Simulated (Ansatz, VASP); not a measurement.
K in VASP and in Ansatz

```
K
1.0
     0.00000    3.32834    3.32834
     3.32834    0.00000    3.32834
     3.32834    3.32834    0.00000
K
1
Direct
  0.00000 0.00000 0.00000
```

Alike in both runs: functional PBE; k mesh 10 × 10 × 10; occupations fermi-dirac, width 0.08 eV; no spin polarisation.

Ansatz relaxed the structure, and its values are those at the end. VASP's run is a single point on that final structure, the one shown.

|  | VASP | Ansatz |
| --- | --- | --- |
| version | VASP 6.6.1 | Ansatz 0.2.0 |
| potentials or method | VASP PAW PBE potentials, release 64 (K_sv) | PAW with Ansatz's default frozen-core files, scalar-relativistic |
| plane-wave cutoff (eV) | 520 | 420 |
| valence electrons in the cell | 9 | 9 |

|  | VASP | Ansatz | Ansatz less VASP |
| --- | --- | --- | --- |
| pressure (GPa) | 0.0 | 0.0 | +0.01 |
